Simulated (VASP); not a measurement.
Write the native input for VASP 6.6.1 that does the following.

| Quantity | Value |
| --- | --- |
| Task | electric field gradients |
| Functional | PBE |
| Potentials or basis | VASP PAW PBE potentials, release 64 (In_d, Sb) |
| Cutoff | 520 eV |
| k mesh | 6 × 6 × 11 |
| Occupations | fermi-dirac, width 0.08 eV |
| Spin | no spin polarisation |
| Dipole correction | no |
| Further INCAR settings | ALGO = Normal; EDIFF = 1e-08; NBANDS = 26 |

The structure of InSb lies in POSCAR:

```
InSb
1.0
    5.2845992329      0.0000000000      0.0000000000
    0.0000000000      5.6348013474      0.0000000000
    0.0000000000      0.0000000000      3.0216030335
In Sb
2 2
Direct
    0.0000000000      0.0000000000      0.0000000000
    0.5000000000      0.5000000000      0.0000000000
    0.5000000000      0.0000000000      0.8350000000
    0.0000000000      0.5000000000      0.1650000000
```

This cell differs from its parent crystal: volume scaled by 0.96.

These files were run (other wordings do the same):

INCAR

```
SYSTEM = InSb
PREC = Accurate
ENCUT = 520
EDIFF = 1E-8
ISMEAR = -1
SIGMA = 0.08
LREAL = .False.
LASPH = .True.
NELM = 80
ALGO = Normal
ISIF = 2
LWAVE = .False.
LCHARG = .False.
GGA = PE
LEFG = .True.
NBANDS = 26
```

KPOINTS

```
regular mesh
0
Gamma
  6 6 11
  0 0 0
```

Potentials or basis: VASP PAW PBE potentials, release 64 (In_d, Sb).

The run is started by

```sh
$ cat potpaw_PBE.64/In_d/POTCAR potpaw_PBE.64/Sb/POTCAR > POTCAR
$ mpirun -np 1 vasp_std > vasp.out
```

Results of the run:

The pressure is 23.3 GPa and the largest force is 0.881 eV/Å. The band gap on the k mesh is zero (band 18 reaches 12.04 eV, above the bottom of band 19 at 8.48 eV).

Caveat: without QUAD_EFG the Cq values of the log hold for a quadrupole moment of 1 mb, not for the nuclei; spin-orbit coupling is left out, which moves the levels of the heavy elements.

Wall time 100 s on 1 thread of Intel(R) Xeon(R) 6975P-C (Granite Rapids), with other jobs on the host, peak memory 0.32 GiB.
